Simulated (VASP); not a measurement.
Runs of VASP 6.6.1 on Ta. The structure is that of space group Im-3m (No. 229), or close to it. The cells are those of the table. 

```csv
task,cell,cutoff (eV),k mesh for the DOS,occupations for the DOS,gap on the mesh (eV),pressure (GPa)
single point,"a = 2.529 Å, angles 109.5°, 1 atom",520,-,-,none,155.1
single point,"a = 2.625 Å, angles 109.5°, 1 atom",520,-,-,none,89.0
single point,"a = 2.876 Å, angles 109.5°, 1 atom",520,-,-,none,(a)
single point,"a = 2.426 Å, angles 109.5°, 1 atom",520,-,-,none,(b)
single point,"a = 2.797 Å, angles 109.5°, 1 atom",520,-,-,none,18.9
single point,"a = 2.714 Å, angles 109.5°, 1 atom",520,-,-,none,46.5
relaxation of cell and atoms,"relaxed from a = 2.876 Å, angles 109.5°, 1 atom",600,-,-,none,0.0
```

Alike in all rows: level PBE; potentials or basis VASP PAW PBE potentials, release 64 (Ta_pv); no spin polarisation; k mesh 16 × 16 × 16; smearing fermi-dirac 0.05 eV.

Task: Estimate the missing entries.

Result: (a) 0.1; (b) 258.5.

Caveats: spin-orbit coupling is left out, which moves the levels of the heavy elements; the relaxation stopped at its first step, so nothing moved (some runs).

A k mesh can miss the band edges, and the runs leave out spin-orbit coupling on Ta.

A gap of «none» marks levels without a gap at the run's occupations.
